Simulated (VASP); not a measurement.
Input of a VASP 6.6.1 run:

File INCAR:

```
PREC     = Accurate       # precision mode
ENCUT    = 600            # plane-wave cutoff, eV
EDIFF    = 1E-6           # SCF threshold, eV
ISMEAR   = 0              # smearing method
SIGMA    = 0.1            # smearing width, eV
LREAL    = False          # projectors in reciprocal space
LASPH    = True           # aspherical terms in the spheres
NELM     = 100            # most SCF steps
ALGO     = Normal         # electronic algorithm
ISIF     = 3              # what is computed and relaxed
LWAVE    = False          # write WAVECAR
LCHARG   = False          # write CHGCAR
GGA      = PE             # functional
IBRION   = 2              # ionic algorithm
NSW      = 100            # ionic steps
EDIFFG   = -0.01          # ionic threshold
```

Contents of KPOINTS:

```
regular mesh
0
Gamma
  10 10 6
```

File POSCAR:

```
SnPt2Se3
1.0
    3.9422761554      0.0000000000      0.0000000000
    0.0000000000      3.9422761554      0.0000000000
    0.0000000000      0.0000000000      7.9493836798
Sn Pt Se
1 2 3
Direct
    0.5000000000      0.5000000000      0.0000000000
    0.5000000000      0.0000000000      0.6826308380
    0.0000000000      0.5000000000      0.3173691620
    0.5000000000      0.0000000000      0.3741707831
    0.0000000000      0.5000000000      0.6258292169
    0.0000000000      0.0000000000      0.0000000000
```

Potentials or basis: VASP PAW PBE potentials, release 64 (Sn_d, Pt, Se).

Command:

```bash
$ cat potpaw_PBE.64/Sn_d/POTCAR potpaw_PBE.64/Pt/POTCAR potpaw_PBE.64/Se/POTCAR > POTCAR
$ mpirun -np 1 vasp_std > vasp.out
```

(1) Predict the relaxed cell.

(2) Estimate the band gap on the k mesh.

Results:

(1) a = 3.986 Å, b = 3.986 Å, c = 7.764 Å, α = 90.00°, β = 90.00°, γ = 90.00°.

(2) zero (bands 26 and 27 overlap by 2.29 eV).

Caveat: spin-orbit coupling is left out, which moves the levels of the heavy elements.
